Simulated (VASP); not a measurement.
# CoO (I4/mmm) in VASP: single point with PBE

Aim: the single point of CoO with PBE.

Everything below comes from runs of VASP 6.6.1. Logs are shortened: lines on timing, memory, paths and dates and some standing lists are left out, and cuts for length are marked.

**1. The cell of the first run**

Symmetry: I4/mmm, No. 139, tetragonal system. The conventional cell has a = 2.838 Å, b = 2.838 Å, c = 4.759 Å, α = 90.00°, β = 90.00°, γ = 90.00°. Within 2.7 Å of Co (site symmetry 4/mmm) lie 6 O at 2.01 to 2.38 Å. Within 2.7 Å of O (site symmetry 4/mmm) lie 6 Co at 2.01 to 2.38 Å.

**2. Single point, PBE, collinear spin, ferromagnetic start**

Input file INCAR:

```
ALGO = Normal
EDIFF = 1E-6
ENCUT = 520
GGA = PE
ISIF = 2
ISMEAR = 0
ISPIN = 2
LASPH = True
LCHARG = False
LMAXMIX = 4
LORBIT = 11
LREAL = False
LWAVE = False
MAGMOM = 2.7 0.34
NBANDS = 18
NELM = 150
PREC = Accurate
SIGMA = 0.15
```

Input file KPOINTS:

```
k-points
0
Gamma
  24 24 24
```

Input file POSCAR:

```
CoO
1.0
   -1.4190824754      1.4190824754      2.3795977553
    1.4190824754     -1.4190824754      2.3795977553
    1.4190824754      1.4190824754     -2.3795977553
Co O
1 1
Direct
    0.0000000000      0.0000000000      0.0000000000
    0.5000000000      0.5000000000      0.0000000000
```

Potentials or basis: VASP PAW PBE potentials, release 64 (Co, O).

Started as:

```console
$ cat potpaw_PBE.64/Co/POTCAR potpaw_PBE.64/O/POTCAR > POTCAR
$ mpirun -np 1 vasp_std > vasp.out
```

OUTCAR:

```text
EDIFF = 1E-6
   ENCUT = 520
   GGA = PE
   ISIF = 2
   ISMEAR = 0
   ISPIN = 2
   LASPH = True
   LORBIT = 11
   LREAL = False
   NELM = 150
   PREC = Accurate

 ion  position               nearest neighbor table
   1  0.000  0.000  0.000-   2 2.01   2 2.01   2 2.01   2 2.01   2 2.38   2 2.38
   2  0.500  0.500  0.000-   1 2.01   1 2.01   1 2.01   1 2.01   1 2.38   1 2.38

  LATTYP: Found a body centered tetragonal cell.
 ALAT       =     2.8381649508
 C/A-ratio  =     1.6768565581

  Lattice vectors:

 A1 = (  -1.4190824754,   1.4190824754,   2.3795977553)
 A2 = (   1.4190824754,  -1.4190824754,   2.3795977553)
 A3 = (   1.4190824754,   1.4190824754,  -2.3795977553)

Analysis of symmetry for initial positions (statically):
=====================================================================
 Subroutine PRICEL returns:
 Original cell was already a primitive cell.

 Routine SETGRP: Setting up the symmetry group for a
 body centered tetragonal supercell.

 Subroutine GETGRP returns: Found 16 space group operations
 (whereof 16 operations were pure point group operations)
 out of a pool of 16 trial point group operations.

The static configuration has the point symmetry D_4h.

Analysis of symmetry for dynamics (positions and initial velocities):
=====================================================================
 Subroutine PRICEL returns:
 Original cell was already a primitive cell.

 Routine SETGRP: Setting up the symmetry group for a
 body centered tetragonal supercell.

 Subroutine GETGRP returns: Found 16 space group operations
 (whereof 16 operations were pure point group operations)
 out of a pool of 16 trial point group operations.

The dynamic configuration has the point symmetry D_4h.

Analysis of structural, dynamic, and magnetic symmetry:
=====================================================================
 Subroutine PRICEL returns:
 Original cell was already a primitive cell.

 Routine SETGRP: Setting up the symmetry group for a
 body centered tetragonal supercell.

 Subroutine GETGRP returns: Found 16 space group operations
 (whereof 16 operations were pure point group operations)
 out of a pool of 16 trial point group operations.

The overall configuration has the point symmetry D_4h.

 Subroutine INISYM returns: Found 16 space group operations
 (whereof 16 operations are pure point group operations),
 and found     1 'primitive' translations

----------------------------------------------------------------------------------------

                                     Primitive cell

  volume of cell :      19.1681

  direct lattice vectors                    reciprocal lattice vectors
    -1.419082475  1.419082475  2.379597755     0.000000000  0.352340339  0.210119546
     1.419082475 -1.419082475  2.379597755     0.352340339  0.000000000  0.210119546
     1.419082475  1.419082475 -2.379597755     0.352340339  0.352340339  0.000000000

  length of vectors
     3.112888630  3.112888630  3.112888630     0.410236441  0.410236441  0.498284486

  position of ions in fractional coordinates (direct lattice)
     0.000000000  0.000000000  0.000000000
     0.500000000  0.500000000  0.000000000

  ion indices of the primitive-cell ions
   primitive index   ion index
                 1           1
                 2           2

----------------------------------------------------------------------------------------

 KPOINTS: k-points

Automatic generation of k-mesh.
 Grid dimensions read from file:
 generate k-points for:   24   24   24

 Generating k-lattice:

  Cartesian coordinates                     Fractional coordinates (reciprocal lattice)
     0.000000000  0.014680847  0.008754981     0.041666667  0.000000000 -0.000000000
     0.014680847  0.000000000  0.008754981     0.000000000  0.041666667 -0.000000000
     0.014680847  0.014680847  0.000000000     0.000000000  0.000000000  0.041666667

  Length of vectors
     0.017093185  0.017093185  0.020761854

  Shift w.r.t. Gamma in fractional coordinates (k-lattice)
     0.000000000  0.000000000  0.000000000

 Subroutine IBZKPT returns following result:
 ===========================================

 Found   1063 irreducible k-points:

 Following reciprocal coordinates:
            Coordinates               Weight
  0.000000  0.000000  0.000000      1.000000
  0.041667  0.000000  0.000000      8.000000
  0.083333 -0.000000  0.000000      8.000000
  0.125000  0.000000 -0.000000      8.000000
  0.166667  0.000000  0.000000      8.000000
  0.208333  0.000000  0.000000      8.000000
[... 16 lines left out ...]
  0.416667  0.041667 -0.000000     16.000000
  0.458333  0.041667  0.000000     16.000000
 [... further k-points ...]
   k-points           NKPTS =   1063   k-points in BZ     NKDIM =   1063   number of bands    NBANDS=     18
   number of dos      NEDOS =    301   number of ions     NIONS =      2
   total plane-waves  NPLWV =  13824
   dimension x,y,z NGX =    24 NGY =   24 NGZ =   24
   dimension x,y,z NGXF=    48 NGYF=   48 NGZF=   48
   ions per type =               1   1
   NGX,Y,Z   is equivalent  to a cutoff of  12.82, 12.82, 12.82 a.u.
   NGXF,Y,Z  is equivalent  to a cutoff of  25.63, 25.63, 25.63 a.u.
 SYSTEM =  unknown system
   PREC   = accura    normal or accurate (medium, high low for compatibility)
   ISTART =      0    job   : 0-new  1-cont  2-samecut
   ICHARG =      2    charge: 1-file 2-atom 10-const
   ISPIN  =      2    spin polarized calculation?
   LNONCOLLINEAR =      F non collinear calculations
   LSORBIT =      F    spin-orbit coupling
   LASPH  =      T    aspherical Exc in radial PAW
   ENCUT  =  520.0 eV  38.22 Ry    6.18 a.u.   5.79  5.79  5.79*2*pi/ulx,y,z
   NELM   =    150;   NELMIN=  2; NELMDL= -5     # of ELM steps
   EDIFF  = 0.1E-05   stopping-criterion for ELM
   LREAL  =      F    real-space projection
   EDIFFG = 0.1E-04   stopping-criterion for IOM
   NSW    =      0    number of steps for IOM
   IBRION =     -1    ionic relax: 0-MD 1-quasi-New 2-CG
   NFREE  =      0    steps in history (QN), initial steepest desc. (CG)
   ISIF   =      2    stress and relaxation
   ISYM   =      2    0-nonsym 1-usesym 2-fastsym
   POTIM  = 0.5000    time-step for ionic-motion
   TEBEG  =    0.0;   TEEND  =   0.0 temperature during run
   PSTRESS=    0.0 pullay stress
   NELECT =      15.0000    total number of electrons
   NUPDOWN=      -1.0000    fix difference up-down
   EMIN   =  10.00;   EMAX   =-10.00  energy-range for DOS
   EFERMI =   0.00;   METHOD = LEGACY
   ISMEAR =     0;   SIGMA  =   0.15  broadening in eV -4-tet -1-fermi 0-gaus
   EFERMI_NEDOS =   21; number of points for ismear=-14 and -15
   IALGO  =     38    algorithm
   IMIX   =      4    mixing-type and parameters
     AMIX     =   0.40;   BMIX     =  1.00
     AMIX_MAG =   1.60;   BMIX_MAG =  1.00
  volume/ion in A,a.u.               =       9.58        64.68
  Fermi-wavevector in a.u.,A,eV,Ry     =   1.508617  2.850873 30.965840  2.275925
  Thomas-Fermi vector in A             =   2.619048
   LORBIT       =     11    0 simple, 1 ext, 2 COOP (PROOUT), +10 PAW based schemes
   GGA     = PE    functional components
   LHFCALC =     F    Hartree Fock is set to
   AEXX    =    0.0000 exact exchange contribution
   IVDW    =     0    specifies the selected vdW correction
   LEPSILON=     F    determine dielectric tensor
   LRPA    =     F    only Hartree local field effects (RPA)
 spin polarized calculation
 Gauss-broadening in eV      SIGMA  =   0.15
  energy-cutoff  :      520.00
  volume of cell :       19.17
 maximum number of plane-waves:       532
   NGX = 11   NGY = 11   NGZ = 11

 number of electron      15.0000002 magnetization       2.6257195

 Free energy of the ion-electron system (eV)
  ---------------------------------------------------
  ext. energy  EPLUGINS =         0.00000000
  ---------------------------------------------------
  free energy    TOTEN  =       -13.02831028 eV

  energy without entropy =      -12.99166163  energy(sigma->0) =      -13.00998596

 E-fermi :   8.1244     XC(G=0): -12.4123

 val. band max:        8.1242036872   @ k =  -0.2917  -0.3750   0.1667
 cond. band min:       8.1246117741   @ k =  -0.3333  -0.4167   0.2500
 fundamental gap:      0.0004080869
 Fermi energy:         8.1243905300

 spin component 1

 k-point     1 :       0.0000    0.0000    0.0000
  band No.  band energies     occupation
      1     -12.5308      1.00000
      2       4.3913      1.00000
      3       4.5201      1.00000
      4       4.5201      1.00000
      5       4.6753      1.00000
      6       4.7840      1.00000
[... 10 lines left out ...]
     17      32.0133      0.00000
     18      32.0133      0.00000
[... 463 lines left out ...]
 k-point    24 :       0.4583    0.0417    0.0000
  band No.  band energies     occupation
      1     -11.2549      1.00000
      2      -0.3505      1.00000
      3       1.5944      1.00000
      4       2.0546      1.00000
      5       5.7810      1.00000
      6       6.0488      1.00000
[... 10 lines left out ...]
     17      34.2339      0.00000
     18      34.9959      0.00000

 [... further k-points ...]

 spin component 2

 k-point     1 :       0.0000    0.0000    0.0000
  band No.  band energies     occupation
      1     -12.0998      1.00000
      2       4.9135      1.00000
      3       4.9135      1.00000
      4       5.4209      1.00000
      5       6.4252      1.00000
      6       7.1952      1.00000
[... 10 lines left out ...]
     17      32.8942      0.00000
     18      32.8942      0.00000
[... 463 lines left out ...]
 k-point    24 :       0.4583    0.0417    0.0000
  band No.  band energies     occupation
      1     -10.7948      1.00000
      2       0.1522      1.00000
      3       2.7730      1.00000
      4       3.1488      1.00000
      5       7.7998      0.99889
      6       8.1630      0.35787
[... 10 lines left out ...]
     17      34.6043      0.00000
     18      35.3676      0.00000

 [... further k-points ...]

------------------------ aborting loop because EDIFF is reached ----------------------------------------

  FORCE on cell =-STRESS in cart. coord.  units (eV):
  Direction    XX          YY          ZZ          XY          YZ          ZX
  --------------------------------------------------------------------------------------
  -------------------------------------------------------------------------------------
  Total        0.8563193      0.8563193     -0.0902623      0.0000000      0.0000000      0.0000000
  in kB       71.5760132     71.5760132     -7.5446309      0.0000000      0.0000000      0.0000000
  external PRESSURE =      45.2024652 kB  Pullay stress =       0.0000000 kB

 VOLUME and BASIS-vectors are now :
 -----------------------------------------------------------------------------
  energy-cutoff  :      520.00
  volume of cell :       19.17
      direct lattice vectors                 reciprocal lattice vectors
    -1.419082475  1.419082475  2.379597755     0.000000000  0.352340339  0.210119546
     1.419082475 -1.419082475  2.379597755     0.352340339  0.000000000  0.210119546
     1.419082475  1.419082475 -2.379597755     0.352340339  0.352340339  0.000000000

 POSITION                                       TOTAL-FORCE (eV/Angst)
 -----------------------------------------------------------------------------------
      0.00000      0.00000      0.00000        -0.000000     -0.000000      0.000000
      0.00000      0.00000      2.37960         0.000000      0.000000     -0.000000
 -----------------------------------------------------------------------------------
    total drift:                               -0.000000      0.000000     -0.000000

  FREE ENERGIE OF THE ION-ELECTRON SYSTEM (eV)
  ---------------------------------------------------
  free  energy   TOTEN  =       -13.0283102847 eV

  energy  without entropy=      -12.9916616265  energy(sigma->0) =      -13.00998596

 total charge

# of ion       s       p       d       tot
------------------------------------------
    1        0.319   0.394   7.211   7.925
    2        1.560   3.434   0.000   4.994
--------------------------------------------------
tot          1.880   3.828   7.211  12.919

 magnetization (x)

# of ion       s       p       d       tot
------------------------------------------
    1        0.028   0.015   2.285   2.328
    2        0.026   0.224   0.000   0.250
--------------------------------------------------
tot          0.054   0.240   2.285   2.578
```

Wall time 20 min (1 thread of Oxide Virtual Turin-like, shared host); peak memory 0.58 GiB.

What came out:

| Property | Result |
| --- | --- |
| Free energy | -13.0283 eV |
| Pressure | 4.5 GPa |
| Net moment | 2.63 μB per cell |
| Site moments | Co +2.33; O +0.25 μB |
| Valence electrons inside the program's atomic spheres | Co 7.92; O 4.99 |

Stress tensor (GPa, compression positive):
```
 7.16  0.00  0.00
 0.00  7.16  0.00
 0.00  0.00 -0.75
```

Levels at points of the mesh, in eV from the Fermi level:
Spin up:
```
           k point  band 5  band 6  band 7  band 8  band 9  band 10  band 11  band 12  band 13  band 14
(0.00, 0.00, 0.00)   -3.45   -3.34   -3.09   -2.57   -2.57     1.34    17.18    18.05    18.13    18.64
(0.50, 0.00, 0.00)   -2.33   -2.06   -1.59   -0.42    0.84     4.84     9.44    12.24    15.60    20.30
(0.50, 0.50, 0.00)   -3.65   -2.73   -2.08   -2.06   -2.01     6.21    10.42    11.28    13.73    16.68
(0.50, 0.50, 0.50)   -4.24   -2.94   -2.27   -1.81   -1.81     6.22     8.20    13.20    17.28    17.28
```
Spin down:
```csv
k point,band 4,band 5,band 6,band 7,band 8,band 9
"(0.00, 0.00, 0.00)",-2.70,-1.70,-0.93,-0.93,-0.75,-0.11
"(0.50, 0.00, 0.00)",-4.99,-0.30,0.06,0.26,1.94,3.15
"(0.50, 0.50, 0.00)",-3.67,-2.28,-0.26,0.31,0.50,1.00
"(0.50, 0.50, 0.50)",-3.91,-2.39,-0.03,-0.03,0.10,1.00
```

Caveat: the stress differs along the axes, from -1 to 7 GPa; a cell with one magnetic atom can't hold antiferromagnetic order, which such compounds often take; semilocal functionals often make such compounds metallic where correlation or magnetic order opens a gap, which also shifts bond lengths.
